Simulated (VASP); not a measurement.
# Al2H (Cmcm) in VASP: relaxation of cell and atoms with PBE

Aim: the relaxation of cell and atoms of Al2H with PBE.

Everything below comes from runs of VASP 6.6.1. Logs are shortened: lines on timing, memory, paths and dates and some standing lists are left out, and cuts for length are marked.

### Step 1. The cell of the first run

It takes space group Cmcm (No. 63, orthorhombic). Conventional cell: a = 9.468 Å, b = 4.272 Å, c = 3.982 Å, α = 90.00°, β = 90.00°, γ = 90.00°. Al (site symmetry m) has 1 H at 1.77 Å within 2.4 Å. H (site symmetry m2m) has 2 Al at 1.77 Å and 2 H at 2.01 Å within 2.4 Å.

### Step 2. Relaxation of cell and atoms, PBE

INCAR reads:

```
SYSTEM = Al2H
  PREC = Accurate
  ENCUT = 600
  EDIFF = 1E-6
  ISMEAR = 0
  SIGMA = 0.1
  LREAL = .False.
  LASPH = .True.
  NELM = 60
  ALGO = Normal
  ISIF = 3
  LWAVE = .False.
  LCHARG = .False.
  GGA = PE
  IBRION = 2
  NSW = 100
  EDIFFG = -0.01
```

KPOINTS reads:

```
Automatic mesh
0
Gamma
  10 10 10
  0 0 0
```

POSCAR reads:

```
Al2H
1.0
    4.7338180907     -2.1357658612      0.0000000000
    4.7338180907      2.1357658612      0.0000000000
    0.0000000000      0.0000000000      3.9823075104
Al H
4 2
Direct
    0.8704118833      0.4278797159      0.7500000000
    0.5721202841      0.1295881167      0.7500000000
    0.4278797159      0.8704118833      0.2500000000
    0.1295881167      0.5721202841      0.2500000000
    0.0277731751      0.9722268249      0.2500000000
    0.9722268249      0.0277731751      0.7500000000
```

Potentials or basis: VASP PAW PBE potentials, release 64 (Al, H).

Launch:

```
$ cat potpaw_PBE.64/Al/POTCAR potpaw_PBE.64/H/POTCAR > POTCAR
$ mpirun -np 1 vasp_std > vasp.out
```

OUTCAR:

```text
SYSTEM = Al2H
   PREC = Accurate
   ENCUT = 600
   EDIFF = 1E-6
   ISMEAR = 0
   LREAL = .False.
   LASPH = .True.
   NELM = 60
   ISIF = 3
   GGA = PE
   IBRION = 2
   NSW = 100
   EDIFFG = -0.01

 ion  position               nearest neighbor table
   1  0.870  0.428  0.750-   6 1.77   3 2.75   3 2.75   4 2.77   4 2.77   2 2.82   2 2.87   2 2.87
                             3 3.10   3 3.10
   2  0.572  0.130  0.750-   6 1.77   4 2.75   4 2.75   3 2.77   3 2.77   1 2.82   1 2.87   1 2.87
                             4 3.10   4 3.10
   3  0.428  0.870  0.250-   5 1.77   1 2.75   1 2.75   2 2.77   2 2.77   4 2.82   4 2.87   4 2.87
                             1 3.10   1 3.10
   4  0.130  0.572  0.250-   5 1.77   2 2.75   2 2.75   1 2.77   1 2.77   3 2.82   3 2.87   3 2.87
                             2 3.10   2 3.10
   5  0.028  0.972  0.250-   3 1.77   4 1.77
   6  0.972  0.028  0.750-   1 1.77   2 1.77

  LATTYP: Found a base centered orthorhombic cell.
 ALAT       =     4.2715317224
 B/A-ratio  =     2.2164499287
 C/A-ratio  =     0.9322902811

  Lattice vectors:

 A1 = (  -4.7338180907,  -2.1357658612,   0.0000000000)
 A2 = (   4.7338180907,  -2.1357658612,   0.0000000000)
 A3 = (   0.0000000000,   0.0000000000,   3.9823075104)

Analysis of symmetry for initial positions (statically):
=====================================================================
 Subroutine PRICEL returns:
 Original cell was already a primitive cell.

 Routine SETGRP: Setting up the symmetry group for a
 base centered orthorhombic supercell.

 Subroutine GETGRP returns: Found  8 space group operations
 (whereof  4 operations were pure point group operations)
 out of a pool of  8 trial point group operations.

The static configuration has the point symmetry C_2h.
 The point group associated with its full space group is D_2h.

Analysis of symmetry for dynamics (positions and initial velocities):
=====================================================================
 Subroutine PRICEL returns:
 Original cell was already a primitive cell.

 Routine SETGRP: Setting up the symmetry group for a
 base centered orthorhombic supercell.

 Subroutine GETGRP returns: Found  8 space group operations
 (whereof  4 operations were pure point group operations)
 out of a pool of  8 trial point group operations.

The dynamic configuration has the point symmetry C_2h.
 The point group associated with its full space group is D_2h.

 Subroutine INISYM returns: Found  8 space group operations
 (whereof  4 operations are pure point group operations),
 and found     1 'primitive' translations

----------------------------------------------------------------------------------------

                                     Primitive cell

  volume of cell :      80.5249

  direct lattice vectors                    reciprocal lattice vectors
     4.733818091 -2.135765861  0.000000000     0.105622986 -0.234108059  0.000000000
     4.733818091  2.135765861  0.000000000     0.105622986  0.234108059  0.000000000
     0.000000000  0.000000000  3.982307510     0.000000000  0.000000000  0.251110693

  length of vectors
     5.193315851  5.193315851  3.982307510     0.256832238  0.256832238  0.251110693

  position of ions in fractional coordinates (direct lattice)
     0.870411883  0.427879716  0.750000000
     0.572120284  0.129588117  0.750000000
     0.427879716  0.870411883  0.250000000
     0.129588117  0.572120284  0.250000000
     0.027773175  0.972226825  0.250000000
     0.972226825  0.027773175  0.750000000

  ion indices of the primitive-cell ions
   primitive index   ion index
                 1           1
                 2           2
                 3           3
                 4           4
                 5           5
                 6           6

----------------------------------------------------------------------------------------

 KPOINTS: Automatic mesh

Automatic generation of k-mesh.
 Grid dimensions read from file:
 generate k-points for:   10   10   10

 Generating k-lattice:

[... 22 lines left out ...]
  0.400000  0.000000  0.000000      4.000000
  0.500000  0.000000  0.000000      2.000000
[... 16 lines left out ...]
  0.300000  0.300000  0.000000      2.000000
  0.400000  0.300000  0.000000      4.000000
 [... further k-points ...]
   k-points           NKPTS =    186   k-points in BZ     NKDIM =    186   number of bands    NBANDS=     11
   number of dos      NEDOS =    301   number of ions     NIONS =      6
   total plane-waves  NPLWV =  56448
   dimension x,y,z NGX =    42 NGY =   42 NGZ =   32
   dimension x,y,z NGXF=    84 NGYF=   84 NGZF=   64
   ions per type =               4   2
   NGX,Y,Z   is equivalent  to a cutoff of  13.44, 13.44, 13.36 a.u.
   NGXF,Y,Z  is equivalent  to a cutoff of  26.89, 26.89, 26.72 a.u.
 SYSTEM =  Al2H
   PREC   = accura    normal or accurate (medium, high low for compatibility)
   ISTART =      0    job   : 0-new  1-cont  2-samecut
   ICHARG =      2    charge: 1-file 2-atom 10-const
   ISPIN  =      1    spin polarized calculation?
   LNONCOLLINEAR =      F non collinear calculations
   LSORBIT =      F    spin-orbit coupling
   LASPH  =      T    aspherical Exc in radial PAW
   ENCUT  =  600.0 eV  44.10 Ry    6.64 a.u.  10.37 10.37  7.95*2*pi/ulx,y,z
   NELM   =     60;   NELMIN=  2; NELMDL= -5     # of ELM steps
   EDIFF  = 0.1E-05   stopping-criterion for ELM
   LREAL  =      F    real-space projection
   EDIFFG = -.1E-01   stopping-criterion for IOM
   NSW    =    100    number of steps for IOM
   IBRION =      2    ionic relax: 0-MD 1-quasi-New 2-CG
   NFREE  =      1    steps in history (QN), initial steepest desc. (CG)
   ISIF   =      3    stress and relaxation
   ISYM   =      2    0-nonsym 1-usesym 2-fastsym
   POTIM  = 0.5000    time-step for ionic-motion
   TEBEG  =    0.0;   TEEND  =   0.0 temperature during run
   PSTRESS=    0.0 pullay stress
   NELECT =      14.0000    total number of electrons
   NUPDOWN=      -1.0000    fix difference up-down
   EMIN   =  10.00;   EMAX   =-10.00  energy-range for DOS
   EFERMI =   0.00;   METHOD = LEGACY
   ISMEAR =     0;   SIGMA  =   0.10  broadening in eV -4-tet -1-fermi 0-gaus
   EFERMI_NEDOS =   21; number of points for ismear=-14 and -15
   IALGO  =     38    algorithm
   IMIX   =      4    mixing-type and parameters
     AMIX     =   0.40;   BMIX     =  1.00
     AMIX_MAG =   1.60;   BMIX_MAG =  1.00
  volume/ion in A,a.u.               =      13.42        90.57
  Fermi-wavevector in a.u.,A,eV,Ry     =   0.913708  1.726658 11.358996  0.834863
  Thomas-Fermi vector in A             =   2.038251
   LORBIT       =      0    0 simple, 1 ext, 2 COOP (PROOUT), +10 PAW based schemes
   GGA     = PE    functional components
   LHFCALC =     F    Hartree Fock is set to
   AEXX    =    0.0000 exact exchange contribution
   IVDW    =     0    specifies the selected vdW correction
   LEPSILON=     F    determine dielectric tensor
   LRPA    =     F    only Hartree local field effects (RPA)
 conjugate gradient relaxation of ions
 non-spin polarized calculation
 Gauss-broadening in eV      SIGMA  =   0.10
  energy-cutoff  :      600.00
  volume of cell :       80.52
 maximum number of plane-waves:      2716
 NGX is ok and might be reduce to    42
   NGX = 21   NGY = 21   NGZ = 15

--------------------------------------- Ionic step        1  -------------------------------------------

 number of electron      14.0000001 magnetization

 Free energy of the ion-electron system (eV)
  ---------------------------------------------------
  ext. energy  EPLUGINS =         0.00000000
  ---------------------------------------------------
  free energy    TOTEN  =       -20.20757263 eV

  energy without entropy =      -20.19879692  energy(sigma->0) =      -20.20318478

------------------------ aborting loop because EDIFF is reached ----------------------------------------

  FORCE on cell =-STRESS in cart. coord.  units (eV):
  Direction    XX          YY          ZZ          XY          YZ          ZX
  --------------------------------------------------------------------------------------
  -------------------------------------------------------------------------------------
  Total        0.0318165     -0.8990434      0.9498292      0.0000000      0.0000000      0.0000000
  in kB        0.6330424    -17.8879770     18.8984470      0.0000000      0.0000000      0.0000000
  external PRESSURE =       0.5478375 kB  Pullay stress =       0.0000000 kB
[... 101 lines left out ...]
  FREE ENERGIE OF THE ION-ELECTRON SYSTEM (eV)
  ---------------------------------------------------
  free  energy   TOTEN  =       -20.2266513222 eV

  energy  without entropy=      -20.2177422821  energy(sigma->0) =      -20.22219680

[... ionic steps 4 to 17 ...]

--------------------------------------- Ionic step       18  -------------------------------------------

 number of electron      14.0000001 magnetization

------------------------ aborting loop because EDIFF is reached ----------------------------------------
[... 75 lines left out ...]
--------------------------------------- Ionic step       20  -------------------------------------------

 number of electron      14.0000001 magnetization

 Free energy of the ion-electron system (eV)
  ---------------------------------------------------
  ext. energy  EPLUGINS =         0.00000000
  ---------------------------------------------------
  free energy    TOTEN  =       -20.23660456 eV

  energy without entropy =      -20.23088274  energy(sigma->0) =      -20.23374365

 E-fermi :   6.2568     XC(G=0):  -9.6822

 val. band max:        6.2543506368   @ k =   0.3000   0.2000   0.0000
 cond. band min:       6.2752952011   @ k =   0.5000   0.3000   0.3000
 fundamental gap:      0.0209445643
 Fermi energy:         6.2567832828

 k-point     1 :       0.0000    0.0000    0.0000
  band No.  band energies     occupation
      1      -4.6866      2.00000
      2       0.4569      2.00000
      3       1.9476      2.00000
      4       2.8383      2.00000
      5       4.0352      2.00000
      6       4.4644      2.00000
      7       4.8241      2.00000
      8       5.4817      2.00000
      9       6.7333      0.00000
     10       9.5378      0.00000
     11       9.9445      0.00000
[... 309 lines left out ...]
 k-point    24 :       0.4000    0.3000    0.0000
  band No.  band energies     occupation
      1      -3.8249      2.00000
      2      -1.9499      2.00000
      3       1.4385      2.00000
      4       2.8517      2.00000
      5       4.6690      2.00000
      6       5.4741      2.00000
      7       6.4769      0.00185
      8       7.0891      0.00000
      9       7.3140      0.00000
     10       7.7858      0.00000
     11      10.2873      0.00000

 [... further k-points ...]

------------------------ aborting loop because EDIFF is reached ----------------------------------------

  FORCE on cell =-STRESS in cart. coord.  units (eV):
  Direction    XX          YY          ZZ          XY          YZ          ZX
  --------------------------------------------------------------------------------------
  -------------------------------------------------------------------------------------
  Total       -0.0330970      0.0002981     -0.0059607      0.0000000     -0.0000000      0.0000000
  in kB       -0.6512055      0.0058656     -0.1172813      0.0000000     -0.0000000      0.0000000
  external PRESSURE =      -0.2542071 kB  Pullay stress =       0.0000000 kB
[... 21 lines left out ...]
  FREE ENERGIE OF THE ION-ELECTRON SYSTEM (eV)
  ---------------------------------------------------
  free  energy   TOTEN  =       -20.2366045555 eV

  energy  without entropy=      -20.2308827392  energy(sigma->0) =      -20.23374365

 reached required accuracy - stopping structural energy minimisation
```

Wall time 10 min (1 thread of Intel Xeon 6975P-C (Granite Rapids), shared host); peak memory 0.35 GiB.

What came out:

```yaml
Free_energy: -20.2366 eV
Relaxed_volume: 13.57 Å³/atom
Relaxed_cell: a = 5.142 Å, b = 5.142 Å, c = 4.088 Å, α = 90.00°, β = 90.00°, γ = 48.88°
Space_group_after_relaxing_to_0.1_Å: Cmcm (No. 63)
Energy_gained_by_relaxing: 4.8 meV/atom
Ionic_steps: 20
Pressure_after_relaxing: 0.0 GPa
Largest_force_after_relaxing: 0.007 eV/Å
Band_gap_on_the_k_mesh: zero (bands 7 and 8 overlap by 3.32 eV)
```

Forces in eV/Å, atoms in the order of the input:
```
Al   0.006  0.003  0.000
Al  -0.006  0.003  0.000
Al   0.006 -0.003  0.000
Al  -0.006 -0.003  0.000
H    0.000 -0.002  0.000
H    0.000  0.002  0.000
```

Step by step:
| step | energy change (eV) | largest force (eV/Å) | pressure (GPa) | volume (Å³) |
| --- | --- | --- | --- | --- |
| 1 | 0.0000 | 0.0923 | 0.05 | 80.52 |
| 2 | -0.0128 | 0.0921 | 0.06 | 80.57 |
| 3 | -0.0191 | 0.1423 | 0.11 | 80.63 |
| 4 | -0.0221 | 0.0361 | -0.05 | 80.79 |
| 5 | -0.0221 | 0.0344 | -0.06 | 80.79 |
| 6 | -0.0230 | 0.0294 | 0.00 | 80.73 |
| 7 | -0.0246 | 0.0328 | 0.19 | 80.56 |
| 8 | -0.0227 | 0.0787 | 0.63 | 80.19 |
| 9 | -0.0248 | 0.0432 | 0.28 | 80.48 |
| 10 | -0.0252 | 0.0419 | 0.27 | 80.51 |
| 11 | -0.0263 | 0.0376 | 0.23 | 80.61 |
| 12 | -0.0267 | 0.0497 | 0.19 | 80.81 |
| 13 | -0.0268 | 0.0358 | 0.20 | 80.74 |
| 14 | -0.0273 | 0.0352 | 0.11 | 80.87 |
| 15 | -0.0279 | 0.0447 | -0.16 | 81.26 |
| 16 | -0.0282 | 0.0360 | -0.08 | 81.19 |
| 17 | -0.0284 | 0.0197 | 0.09 | 81.08 |
| 18 | -0.0286 | 0.0155 | 0.08 | 81.14 |
| 19 | -0.0289 | 0.0136 | 0.04 | 81.33 |
| 20 | -0.0290 | 0.0068 | -0.03 | 81.43 |

Final structure:
```
CELL_PARAMETERS angstrom
4.68171 -2.12751 0.00000
4.68171 2.12751 0.00000
0.00000 0.00000 4.08767
ATOMIC_POSITIONS crystal
Al 0.85771 0.44070 0.75000
Al 0.55930 0.14229 0.75000
Al 0.44070 0.85771 0.25000
Al 0.14229 0.55930 0.25000
H 0.03715 0.96285 0.25000
H 0.96285 0.03715 0.75000
```

Levels at points of the mesh, in eV from the Fermi level:
```tsv
k point	band 5	band 6	band 7	band 8	band 9	band 10
(0.00, 0.00, 0.00)	-2.22	-1.79	-1.43	-0.78	0.48	3.28
(0.50, 0.00, 0.00)	-2.15	-0.21	0.08	0.65	1.73	2.19
(0.50, 0.50, 0.00)	-1.41	-0.92	0.09	0.48	1.69	3.30
(0.00, 0.00, 0.50)	-1.30	-1.30	0.14	0.14	0.55	0.55
(0.50, 0.00, 0.50)	-4.02	-4.02	-1.77	-1.77	2.98	2.98
(0.50, 0.50, 0.50)	-1.80	-1.80	0.50	0.50	3.26	3.26
```
